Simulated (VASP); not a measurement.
# CaB (C2/m) in VASP: single point with PBE

Aim: the single point of CaB with PBE.

All numbers are computed with VASP 6.6.1; they aren't measurements. Logs are shortened: lines on timing, memory, paths and dates and some standing lists are left out, and cuts for length are marked.

### Step 1. The cell of the first run

The structure is monoclinic, space group C2/m (No. 12). The conventional cell has a = 8.908 Å, b = 4.262 Å, c = 6.045 Å, α = 90.00°, β = 129.75°, γ = 90.00°. Ca (site symmetry m) has 6 B at 2.78 to 2.89 Å and 6 Ca at 3.40 to 3.73 Å within 3.8 Å. B (site symmetry m) has 1 B at 1.53 Å within 2.0 Å.

The cell was built from a structure type or drawn by symmetry, and may not be a known phase.

### Step 2. Single point, PBE

Input file INCAR:

```
SYSTEM = CaB
PREC = Accurate ; ENCUT = 520
EDIFF = 1E-6 ; ISMEAR = 0
SIGMA = 0.01 ; LREAL = .FALSE.
LASPH = .TRUE. ; NELM = 60
ALGO = Normal ; ISIF = 2
LWAVE = .FALSE. ; LCHARG = .TRUE.
GGA = PE ; LELF = .TRUE.
LVHAR = .TRUE. ; NBANDS = 21
```

Input file KPOINTS:

```
regular mesh
0
G
  10 10 8
  0 0 0
```

Input file POSCAR:

```
CaB
1.0
    4.4540345842     -2.1311427385     -0.0213655092
    4.4540345842      2.1311427385     -0.0213655092
   -3.8426119696      0.0000000000      4.6660460438
Ca B
2 2
Direct
    0.2521430271      0.2521430271      0.7492329178
    0.7478569729      0.7478569729      0.2507670822
    0.0064198022      0.0064198022      0.1326530013
    0.9935801978      0.9935801978      0.8673469987
```

Potentials or basis: VASP PAW PBE potentials, release 64 (Ca_sv, B).

Started as:

```sh
$ cat potpaw_PBE.64/Ca_sv/POTCAR potpaw_PBE.64/B/POTCAR > POTCAR
$ mpirun -np 1 vasp_std > vasp.out
```

OUTCAR:

```text
SYSTEM = CaB
   PREC = Accurate
   ENCUT = 520
   EDIFF = 1E-6
   ISMEAR = 0
   LREAL = .FALSE.
   LASPH = .TRUE.
   NELM = 60
   ISIF = 2
   GGA = PE

 ion  position               nearest neighbor table
   1  0.252  0.252  0.749-
   2  0.748  0.748  0.251-
   3  0.006  0.006  0.133-   4 1.53
   4  0.994  0.994  0.867-   3 1.53

  LATTYP: Found a base centered monoclinic cell.
 ALAT       =     8.9081716558
 B/A-ratio  =     0.4784691676
 C/A-ratio  =     0.6785498253
 COS(beta)  =    -0.6394013674

  Lattice vectors:

 A1 = (   4.4540345842,  -2.1311427385,  -0.0213655092)
 A2 = (   4.4540345842,   2.1311427385,  -0.0213655092)
 A3 = (  -3.8426119696,   0.0000000000,   4.6660460438)

Analysis of symmetry for initial positions (statically):
=====================================================================
 Subroutine PRICEL returns:
 Original cell was already a primitive cell.

 Routine SETGRP: Setting up the symmetry group for a
 base centered monoclinic supercell.

 Subroutine GETGRP returns: Found  4 space group operations
 (whereof  4 operations were pure point group operations)
 out of a pool of  4 trial point group operations.

The static configuration has the point symmetry C_2h.

Analysis of symmetry for dynamics (positions and initial velocities):
=====================================================================
 Subroutine PRICEL returns:
 Original cell was already a primitive cell.

 Routine SETGRP: Setting up the symmetry group for a
 base centered monoclinic supercell.

 Subroutine GETGRP returns: Found  4 space group operations
 (whereof  4 operations were pure point group operations)
 out of a pool of  4 trial point group operations.

The dynamic configuration has the point symmetry C_2h.

 Subroutine INISYM returns: Found  4 space group operations
 (whereof  4 operations are pure point group operations),
 and found     1 'primitive' translations

----------------------------------------------------------------------------------------

                                     Primitive cell

  volume of cell :      88.2320

[... 86 lines left out ...]
   ISPIN  =      1    spin polarized calculation?
   LNONCOLLINEAR =      F non collinear calculations
   LSORBIT =      F    spin-orbit coupling
   LASPH  =      T    aspherical Exc in radial PAW
   ENCUT  =  520.0 eV  38.22 Ry    6.18 a.u.   9.18  9.18 11.24*2*pi/ulx,y,z
   NELM   =     60;   NELMIN=  2; NELMDL= -5     # of ELM steps
   EDIFF  = 0.1E-05   stopping-criterion for ELM
   LREAL  =      F    real-space projection
   EDIFFG = 0.1E-04   stopping-criterion for IOM
   NSW    =      0    number of steps for IOM
   IBRION =     -1    ionic relax: 0-MD 1-quasi-New 2-CG
   NFREE  =      0    steps in history (QN), initial steepest desc. (CG)
   ISIF   =      2    stress and relaxation
   ISYM   =      2    0-nonsym 1-usesym 2-fastsym
   POTIM  = 0.5000    time-step for ionic-motion
   TEBEG  =    0.0;   TEEND  =   0.0 temperature during run
   PSTRESS=    0.0 pullay stress
   NELECT =      26.0000    total number of electrons
   NUPDOWN=      -1.0000    fix difference up-down
   EMIN   =  10.00;   EMAX   =-10.00  energy-range for DOS
   EFERMI =   0.00;   METHOD = LEGACY
   ISMEAR =     0;   SIGMA  =   0.01  broadening in eV -4-tet -1-fermi 0-gaus
   EFERMI_NEDOS =   21; number of points for ismear=-14 and -15
   IALGO  =     38    algorithm
   IMIX   =      4    mixing-type and parameters
     AMIX     =   0.40;   BMIX     =  1.00
     AMIX_MAG =   1.60;   BMIX_MAG =  1.00
  volume/ion in A,a.u.               =      22.06       148.85
  Fermi-wavevector in a.u.,A,eV,Ry     =   1.089408  2.058683 16.147529  1.186810
  Thomas-Fermi vector in A             =   2.225611
   LORBIT       =      0    0 simple, 1 ext, 2 COOP (PROOUT), +10 PAW based schemes
   GGA     = PE    functional components
   LHFCALC =     F    Hartree Fock is set to
   AEXX    =    0.0000 exact exchange contribution
   IVDW    =     0    specifies the selected vdW correction
   LEPSILON=     F    determine dielectric tensor
   LRPA    =     F    only Hartree local field effects (RPA)
 non-spin polarized calculation
 Gauss-broadening in eV      SIGMA  =   0.01
  energy-cutoff  :      520.00
  volume of cell :       88.23
 maximum number of plane-waves:      2396
 NGX is ok and might be reduce to    40
   NGX = 19   NGY = 19   NGZ = 23

 number of electron      26.0000000 magnetization

 Free energy of the ion-electron system (eV)
  ---------------------------------------------------
  ext. energy  EPLUGINS =         0.00000000
  ---------------------------------------------------
  free energy    TOTEN  =       -16.84756141 eV

  energy without entropy =      -16.84756141  energy(sigma->0) =      -16.84756141

 E-fermi :   2.1093     XC(G=0):  -8.6375

 val. band max:        2.0663321098   @ k =  -0.3000   0.2000   0.5000
 cond. band min:       2.1481615003   @ k =   0.5000   0.0000   0.5000
 fundamental gap:      0.0818293904
 Fermi energy:         2.1092857993

 k-point     1 :       0.0000    0.0000    0.0000
  band No.  band energies     occupation
      1     -38.4297      2.00000
      2     -38.3844      2.00000
      3     -19.5437      2.00000
      4     -19.5264      2.00000
      5     -19.4408      2.00000
      6     -19.4036      2.00000
[... 565 lines left out ...]
     20       6.8206      0.00000
     21       7.3933      0.00000

 [... further k-points ...]

------------------------ aborting loop because EDIFF is reached ----------------------------------------

  FORCE on cell =-STRESS in cart. coord.  units (eV):
  Direction    XX          YY          ZZ          XY          YZ          ZX
  --------------------------------------------------------------------------------------
  -------------------------------------------------------------------------------------
  Total        0.0674817      0.0514286      0.0598292      0.0000000      0.0000000     -0.0087904
  in kB        1.2253798      0.9338763      1.0864199      0.0000000      0.0000000     -0.1596225
  external PRESSURE =       1.0818920 kB  Pullay stress =       0.0000000 kB

 VOLUME and BASIS-vectors are now :
 -----------------------------------------------------------------------------
  energy-cutoff  :      520.00
  volume of cell :       88.23
      direct lattice vectors                 reciprocal lattice vectors
     4.454034584 -2.131142738 -0.021365509     0.112702990 -0.234615913  0.092813885
     4.454034584  2.131142738 -0.021365509     0.112702990  0.234615913  0.092813885
    -3.842611970  0.000000000  4.666046044     0.001032119  0.000000000  0.215164193

 POSITION                                       TOTAL-FORCE (eV/Angst)
 -----------------------------------------------------------------------------------
     -0.63290      0.00000      3.48518        -0.004510      0.000000     -0.003021
      5.69836      0.00000      1.13813         0.004510      0.000000      0.003021
     -0.45255      0.00000      0.61869        -0.014663      0.000000      0.018049
      5.51800      0.00000      4.00462         0.014663      0.000000     -0.018049
 -----------------------------------------------------------------------------------
    total drift:                               -0.000000      0.000000      0.000000

  FREE ENERGIE OF THE ION-ELECTRON SYSTEM (eV)
  ---------------------------------------------------
  free  energy   TOTEN  =       -16.8475614130 eV

  energy  without entropy=      -16.8475614130  energy(sigma->0) =      -16.84756141
```

OSZICAR:

```text
N       E                     dE             d eps       ncg     rms          rms(c)
DAV:   1     0.197548238925E+03    0.19755E+03   -0.12487E+04  9542   0.113E+03
DAV:   2    -0.759803324542E+01   -0.20515E+03   -0.20075E+03 10292   0.323E+02
DAV:   3    -0.200073720681E+02   -0.12409E+02   -0.12355E+02 17060   0.638E+01
DAV:   4    -0.205833481820E+02   -0.57598E+00   -0.57481E+00 13627   0.129E+01
DAV:   5    -0.206158477978E+02   -0.32500E-01   -0.32495E-01 14216   0.221E+00    0.893E+00
DAV:   6    -0.169560409620E+02    0.36598E+01   -0.10046E+01 11596   0.103E+01    0.366E+00
DAV:   7    -0.168564737176E+02    0.99567E-01   -0.23772E+00 13899   0.492E+00    0.142E+00
DAV:   8    -0.168766657275E+02   -0.20192E-01   -0.66842E-01 12994   0.367E+00    0.802E-01
DAV:   9    -0.168461730248E+02    0.30493E-01   -0.15222E-01 12095   0.139E+00    0.157E-01
DAV:  10    -0.168472811559E+02   -0.11081E-02   -0.93957E-03 13752   0.493E-01    0.899E-02
DAV:  11    -0.168477323565E+02   -0.45120E-03   -0.44872E-03 14398   0.252E-01    0.949E-02
DAV:  12    -0.168475551089E+02    0.17725E-03   -0.12756E-03 13023   0.207E-01    0.938E-03
DAV:  13    -0.168475618808E+02   -0.67719E-05   -0.57453E-05 14750   0.420E-02    0.745E-03
DAV:  14    -0.168475614130E+02    0.46776E-06   -0.44160E-06 10425   0.157E-02
   1 F= -.16847561E+02 E0= -.16847561E+02  d E =-.422276E-11
```

Wall time 7.5 min (1 thread of Intel Xeon Platinum 8375C at 2.90GHz (Ice Lake), shared host); peak memory 0.53 GiB.

What came out:

- Free energy: -16.8476 eV
- Pressure: 0.1 GPa
- Largest force: 0.023 eV/Å
- Band gap on the k mesh: 0.08 eV (least direct gap 0.13 eV)

Forces in eV/Å, atoms in the order of the input:
```
Ca  -0.005  0.000 -0.003
Ca   0.005  0.000  0.003
B   -0.015  0.000  0.018
B    0.015  0.000 -0.018
```
